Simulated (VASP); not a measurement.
# H6C3O2 in VASP: notebook, part 2 of 3

VASP 6.6.1. Earlier steps stand in the parts before.

### Step 3. Single point, PBE+D3(BJ)

INCAR reads:

```
SYSTEM = H6C3O2
  ALGO = Normal
  EDIFF = 1E-6
  ENCUT = 1000
  GGA = PE
  GGA_COMPAT = .FALSE.
  ISIF = 2
  ISMEAR = -1
  IVDW = 12
  LASPH = .TRUE.
  LCHARG = .FALSE.
  LREAL = Auto
  LWAVE = .FALSE.
  NBANDS = 67
  NELM = 120
  PREC = Accurate
  SIGMA = 0.05
```

KPOINTS reads:

```
k-points
0
G
  1 1 1
  0 0 0
```

POSCAR reads:

```
H6C3O2
1.0
    7.7969750000      0.0000000000      0.0000000000
    0.0000000000      7.7969750000      0.0000000000
    0.0000000000      0.0000000000      7.7969750000
C O H
9 6 18
Direct
    0.7897678266      0.4379005961      0.5772238593
    0.2412987088      0.3200600233      0.6239855842
    0.8013492412      0.5045418255      0.0923819815
    0.4164563821     -0.0174554875     -0.0159420801
    0.3855854354      0.1593181971      0.0567399536
    0.9610522029      0.9049535236      1.0122002443
    0.9523693484      1.0477781447      0.8772504721
    0.1109917628      0.7249991182      0.4942557851
    0.2832765271      0.8227934552      0.4996553150
    0.8626037662      0.4280377967      0.7112758474
    0.7093263734      0.4504439222      0.4527396843
    0.3232792205      0.3907156301      0.7263201434
    0.1544060357      0.2754016782      0.5077866737
    0.6701701621      0.5670404227      0.0551752442
    0.9336184867      0.4541504878      0.1333978883
    0.4970773922     -0.1064771915      0.0636400655
    0.3041820706     -0.1035529805     -0.0300629411
    0.4934990814     -0.0082083116     -0.1329489962
    0.2645641419      0.2208035809      0.0147621353
    0.3949993427      0.1548805787      0.1960119149
    0.4720805184      0.2618323132      0.0231115272
    1.0522029377      0.9369915897      1.1105589027
    0.8460204118      0.8742108318      1.0805472635
    1.0080319611      0.7892676326      0.9473930595
    0.8575248734      1.0199981403      0.7795202627
    0.9236915599      1.1697356988      0.9428784881
    1.0741729966      1.0760583431      0.8212928732
    0.0249712228      0.8061972752      0.4163153018
    0.1119280234      0.5959618955      0.4383110116
    0.0718868536      0.7132894488      0.6301033414
    0.3843157122      0.7457892324      0.5637570981
    0.3267292764      0.8376453689      0.3650261800
    0.2780180775      0.9424680726      0.5783653276
```

Potentials or basis: VASP PAW PBE potentials, release 64 (C_h, O_h, H_h).

Started as:

```sh
$ cat potpaw_PBE.64/C_h/POTCAR potpaw_PBE.64/O_h/POTCAR potpaw_PBE.64/H_h/POTCAR > POTCAR
$ mpirun -np 1 vasp_gam > vasp.out
```

OUTCAR:

```text
SYSTEM = H6C3O2
   EDIFF = 1E-6
   ENCUT = 1000
   GGA = PE
   ISIF = 2
   ISMEAR = -1
   IVDW = 12
   LASPH = .TRUE.
   LREAL = Auto
   NELM = 120
   PREC = Accurate
 IVDW          = 12

 ion  position               nearest neighbor table
   1  0.790  0.438  0.577-  11 1.16  10 1.19
   2  0.241  0.320  0.624-  12 1.16  13 1.18
   3  0.801  0.505  0.092-  15 1.15  14 1.17
   4  0.416  0.983  0.984-  18 1.09  17 1.11  16 1.12   5 1.51
   5  0.386  0.159  0.057-  21 1.08  20 1.09  19 1.11   4 1.51
   6  0.961  0.905  0.012-  23 1.07  22 1.08  24 1.10
   7  0.952  0.048  0.877-  27 1.07  25 1.08  26 1.10
   8  0.111  0.725  0.494-  29 1.10  28 1.10  30 1.11
   9  0.283  0.823  0.500-  32 1.11  31 1.11  33 1.12
  10  0.863  0.428  0.711-   1 1.19
  11  0.709  0.450  0.453-   1 1.16
  12  0.323  0.391  0.726-   2 1.16
  13  0.154  0.275  0.508-   2 1.18
  14  0.670  0.567  0.055-   3 1.17
  15  0.934  0.454  0.133-   3 1.15
[... 16 lines left out ...]
  32  0.327  0.838  0.365-   9 1.11
  33  0.278  0.942  0.578-   9 1.12

  LATTYP: Found a simple cubic cell.
 ALAT       =     7.7969750000

  Lattice vectors:

 A1 = (   7.7969750000,   0.0000000000,   0.0000000000)
 A2 = (   0.0000000000,   7.7969750000,   0.0000000000)
 A3 = (   0.0000000000,   0.0000000000,   7.7969750000)

Analysis of symmetry for initial positions (statically):
=====================================================================
 Subroutine PRICEL returns:
 Original cell was already a primitive cell.

 Routine SETGRP: Setting up the symmetry group for a
 simple cubic supercell.

 Subroutine GETGRP returns: Found  1 space group operations
 (whereof  1 operations were pure point group operations)
 out of a pool of 48 trial point group operations.

The static configuration has the point symmetry C_1 .

Analysis of symmetry for dynamics (positions and initial velocities):
=====================================================================
 Subroutine PRICEL returns:
 Original cell was already a primitive cell.

 Routine SETGRP: Setting up the symmetry group for a
 simple cubic supercell.

 Subroutine GETGRP returns: Found  1 space group operations
 (whereof  1 operations were pure point group operations)
 out of a pool of 48 trial point group operations.

The dynamic configuration has the point symmetry C_1 .

 Subroutine INISYM returns: Found  1 space group operations
 (whereof  1 operations are pure point group operations),
 and found     1 'primitive' translations

----------------------------------------------------------------------------------------

                                     Primitive cell

  volume of cell :     474.0001

  direct lattice vectors                    reciprocal lattice vectors
     7.796975000  0.000000000  0.000000000     0.128254868  0.000000000  0.000000000
     0.000000000  7.796975000  0.000000000     0.000000000  0.128254868  0.000000000
     0.000000000  0.000000000  7.796975000     0.000000000  0.000000000  0.128254868

  length of vectors
     7.796975000  7.796975000  7.796975000     0.128254868  0.128254868  0.128254868

  position of ions in fractional coordinates (direct lattice)
     0.789767827  0.437900596  0.577223859
     0.241298709  0.320060023  0.623985584
     0.801349241  0.504541825  0.092381981
     0.416456382  0.982544512  0.984057920
     0.385585435  0.159318197  0.056739954
     0.961052203  0.904953524  0.012200244
[... 25 lines left out ...]
     0.326729276  0.837645369  0.365026180
     0.278018078  0.942468073  0.578365328

  ion indices of the primitive-cell ions
   primitive index   ion index
                 1           1
                 2           2
                 3           3
                 4           4
                 5           5
                 6           6
[... 25 lines left out ...]
                32          32
                33          33

----------------------------------------------------------------------------------------

 KPOINTS: k-points

Automatic generation of k-mesh.
 Grid dimensions read from file:
 generate k-points for:    1    1    1

 Generating k-lattice:

  Cartesian coordinates                     Fractional coordinates (reciprocal lattice)
     0.128254868  0.000000000  0.000000000     1.000000000  0.000000000  0.000000000
     0.000000000  0.128254868  0.000000000     0.000000000  1.000000000  0.000000000
     0.000000000  0.000000000  0.128254868     0.000000000  0.000000000  1.000000000

  Length of vectors
     0.128254868  0.128254868  0.128254868

  Shift w.r.t. Gamma in fractional coordinates (k-lattice)
     0.000000000  0.000000000  0.000000000

 Subroutine IBZKPT returns following result:
 ===========================================

 Found      1 irreducible k-points:

 Following reciprocal coordinates:
            Coordinates               Weight
  0.000000  0.000000  0.000000      1.000000
   k-points           NKPTS =      1   k-points in BZ     NKDIM =      1   number of bands    NBANDS=     67
   number of dos      NEDOS =    301   number of ions     NIONS =     33
   total plane-waves  NPLWV = 512000
   dimension x,y,z NGX =    80 NGY =   80 NGZ =   80
   dimension x,y,z NGXF=   160 NGYF=  160 NGZF=  160
   ions per type =               9   6  18
   NGX,Y,Z   is equivalent  to a cutoff of  17.06, 17.06, 17.06 a.u.
   NGXF,Y,Z  is equivalent  to a cutoff of  34.11, 34.11, 34.11 a.u.
 SYSTEM =  H6C3O2
   PREC   = accura    normal or accurate (medium, high low for compatibility)
   ISTART =      0    job   : 0-new  1-cont  2-samecut
   ICHARG =      2    charge: 1-file 2-atom 10-const
   ISPIN  =      1    spin polarized calculation?
   LNONCOLLINEAR =      F non collinear calculations
   LSORBIT =      F    spin-orbit coupling
   LASPH  =      T    aspherical Exc in radial PAW
   ENCUT  = 1000.0 eV  73.50 Ry    8.57 a.u.  20.10 20.10 20.10*2*pi/ulx,y,z
   NELM   =    120;   NELMIN=  2; NELMDL= -5     # of ELM steps
   EDIFF  = 0.1E-05   stopping-criterion for ELM
   LREAL  =      T    real-space projection
   EDIFFG = 0.1E-04   stopping-criterion for IOM
   NSW    =      0    number of steps for IOM
[... 5 lines left out ...]
   TEBEG  =    0.0;   TEEND  =   0.0 temperature during run
   PSTRESS=    0.0 pullay stress
   NELECT =      90.0000    total number of electrons
   NUPDOWN=      -1.0000    fix difference up-down
   EMIN   =  10.00;   EMAX   =-10.00  energy-range for DOS
   EFERMI =   0.00;   METHOD = LEGACY
   ISMEAR =    -1;   SIGMA  =   0.05  broadening in eV -4-tet -1-fermi 0-gaus
   EFERMI_NEDOS =   21; number of points for ismear=-14 and -15
   IALGO  =     38    algorithm
   IMIX   =      4    mixing-type and parameters
     AMIX     =   0.40;   BMIX     =  1.00
     AMIX_MAG =   1.60;   BMIX_MAG =  1.00
  volume/ion in A,a.u.               =      14.36        96.93
  Fermi-wavevector in a.u.,A,eV,Ry     =   0.940942  1.778123 12.046216  0.885372
  Thomas-Fermi vector in A             =   2.068404
   LORBIT       =      0    0 simple, 1 ext, 2 COOP (PROOUT), +10 PAW based schemes
   GGA     = PE    functional components
   LHFCALC =     F    Hartree Fock is set to
   AEXX    =    0.0000 exact exchange contribution
   IVDW    =    12    specifies the selected vdW correction
   LEPSILON=     F    determine dielectric tensor
   LRPA    =     F    only Hartree local field effects (RPA)
 non-spin polarized calculation
  energy-cutoff  :     1000.00
  volume of cell :      474.00
 maximum number of plane-waves:     17025
   NGX = 41   NGY = 41   NGZ = 41

 number of electron      89.9999999 magnetization

 Free energy of the ion-electron system (eV)
  ---------------------------------------------------
  ext. energy  EPLUGINS =         0.00000000
  ---------------------------------------------------
  free energy    TOTEN  =      -190.54385436 eV

  energy without entropy =     -190.54385436  energy(sigma->0) =     -190.54385436

 E-fermi :  -3.1804     XC(G=0):  -6.0018

 val. band max:       -4.4560182173   @ k =   0.0000   0.0000   0.0000
 cond. band min:       1.1255078708   @ k =   0.0000   0.0000   0.0000
 fundamental gap:      5.5815260882
 Fermi energy:        -3.1803560647

 k-point     1 :       0.0000    0.0000    0.0000
  band No.  band energies     occupation
      1     -26.1839      2.00000
      2     -26.0357      2.00000
      3     -25.9482      2.00000
      4     -24.9925      2.00000
      5     -24.8882      2.00000
      6     -24.8594      2.00000
[... 49 lines left out ...]
     56       3.9117      0.00000
     57       4.1408      0.00000
 [bands above 57 left out]

------------------------ aborting loop because EDIFF is reached ----------------------------------------

 Edisp (eV)   -1.18716

 E8    (eV) :    -0.2736

  FORCE on cell =-STRESS in cart. coord.  units (eV):
  Direction    XX          YY          ZZ          XY          YZ          ZX
  --------------------------------------------------------------------------------------
  -------------------------------------------------------------------------------------
  Total       5.82181    -2.02493    -1.11019    -1.23297     0.11800    -1.49469
  in kB      19.67842    -6.84449    -3.75259    -4.16759     0.39887    -5.05225
  external pressure =        3.03 kB  Pullay stress =        0.00 kB

 VOLUME and BASIS-vectors are now :
 -----------------------------------------------------------------------------
  energy-cutoff  :     1000.00
  volume of cell :      474.00
      direct lattice vectors                 reciprocal lattice vectors
     7.796975000  0.000000000  0.000000000     0.128254868  0.000000000  0.000000000
     0.000000000  7.796975000  0.000000000     0.000000000  0.128254868  0.000000000
     0.000000000  0.000000000  7.796975000     0.000000000  0.000000000  0.128254868

 POSITION                                       TOTAL-FORCE (eV/Angst)
 -----------------------------------------------------------------------------------
      6.15780      3.41430      4.50060         0.893122     -0.040893      2.695272
      1.88140      2.49550      4.86520        -1.217047      0.682521     -1.950461
      6.24810      3.93390      0.72030        -1.611654      1.256210     -0.345294
      3.24710      7.66088      7.67268         0.964520     -1.306200      0.015065
      3.00640      1.24220      0.44240        -0.789091      0.312634      0.606957
      7.49330      7.05590      0.09512         0.883661     -0.035433     -1.073358
[... 25 lines left out ...]
      2.54750      6.53110      2.84610         0.083475      0.604896      0.471355
      2.16770      7.34840      4.50950        -0.245959     -0.326300     -0.823649
 -----------------------------------------------------------------------------------
    total drift:                               -0.000835      0.002061     -0.003095

  FREE ENERGIE OF THE ION-ELECTRON SYSTEM (eV)
  ---------------------------------------------------
  free  energy   TOTEN  =      -191.7310105595 eV

  energy  without entropy=     -191.7310105594  energy(sigma->0) =     -191.73101056
```

Wall time 2.5 min (1 thread of Intel Xeon Platinum 8488C (Sapphire Rapids), shared host); peak memory 0.9 GiB.

Results:

```yaml
Free_energy: -191.7310 eV
Pressure: 0.3 GPa
Largest_force: 2.840 eV/Å
Band_gap_on_the_k_mesh: 5.58 eV
Dispersion_energy_per_atom: -0.036 eV
```

Forces in eV/Å, atoms in the order of the input:
```
C    0.893 -0.041  2.695
C   -1.217  0.683 -1.950
C   -1.612  1.256 -0.345
C    0.965 -1.306  0.015
C   -0.789  0.313  0.607
C    0.884 -0.035 -1.073
C   -0.840  0.366  1.603
C    0.319  0.963  0.714
C    0.571 -0.963 -0.164
O   -0.727  0.093 -1.775
O   -0.301 -0.010 -0.803
O    0.624 -0.199  0.827
O    0.663 -0.459  0.949
O   -0.324 -0.210 -0.173
O    1.934 -1.064  0.465
H   -0.045  0.917  0.100
H   -0.007  0.773 -0.444
H   -0.372 -0.220 -0.482
H   -0.115 -0.576  0.421
H   -0.524  0.109  0.399
H    1.051 -0.040 -0.516
H    0.661  0.202  0.466
H   -1.034  0.043  0.004
H   -0.029 -0.301  0.193
H   -0.231  0.088 -0.357
H   -0.453 -0.076 -0.183
H    0.928 -0.354 -0.603
H   -0.347 -0.326  0.429
H    0.400  0.091 -0.153
H   -0.555  0.010 -0.401
H   -0.206 -0.005 -0.113
H    0.083  0.605  0.471
H   -0.246 -0.326 -0.824
```

Stress tensor (GPa, compression positive):
```
 1.97 -0.42 -0.51
-0.42 -0.68  0.04
-0.51  0.04 -0.38
```

Levels at points of the mesh, in eV from the valence-band top:
| k point | band 42 | band 43 | band 44 | band 45 | band 46 | band 47 | band 48 | band 49 |
| --- | --- | --- | --- | --- | --- | --- | --- | --- |
| (0.00, 0.00, 0.00) | -0.45 | -0.43 | -0.17 | 0.00 | 5.58 | 6.43 | 6.62 | 6.83 |

Caveat: the k points lie up to 0.81 Å⁻¹ apart.

(Continued in part 3 of 3.)
